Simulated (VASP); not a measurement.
# HfB2: single point with r2SCAN

HfB2:

```
CELL_PARAMETERS angstrom
3.09756 0.00000 0.00000
-1.54878 2.68257 0.00000
0.00000 0.00000 3.43297
ATOMIC_POSITIONS crystal
Hf 0.00000 0.00000 0.00000
B 0.66667 0.33333 0.50000
B 0.33333 0.66667 0.50000
```

| Property | Result |
| --- | --- |
| Program | VASP 6.6.1 |
| Task | single point |
| Functional | r2SCAN |
| Potentials or basis | VASP PAW PBE potentials, release 64 (Hf_pv, B) |
| Cutoff | 520 eV |
| k mesh | 10 × 10 × 8 |
| Occupations | fermi-dirac, width 0.05 eV |
| Spin | no spin polarisation |

- Pressure: 10.2 GPa
- Band gap on the k mesh: zero (band 8 reaches 8.68 eV, above the bottom of band 9 at 7.77 eV)

Levels at points of the mesh, in eV from the Fermi level:
```csv
k point,band 5,band 6,band 7,band 8,band 9,band 10,band 11,band 12
"(0.00, 0.00, 0.00)",-3.12,-3.04,-3.04,-2.97,4.54,4.54,5.27,5.27
"(0.50, 0.00, 0.00)",-9.75,-4.43,-3.64,-3.01,2.36,3.09,6.29,6.35
"(0.00, 0.00, 0.50)",-8.92,-1.18,-1.18,0.45,0.45,1.21,1.21,2.62
"(0.50, 0.00, 0.50)",-8.06,-5.31,-5.03,-2.85,4.45,4.77,6.91,8.00
```

Wall time 45 s on 1 thread of Intel(R) Xeon(R) 6975P-C (Granite Rapids) (shared host), peak memory 0.16 GiB.

Caveat: the PAW data sets were made with another functional, which shifts forces and pressure a little; spin-orbit coupling is left out, which moves the levels of the heavy elements.
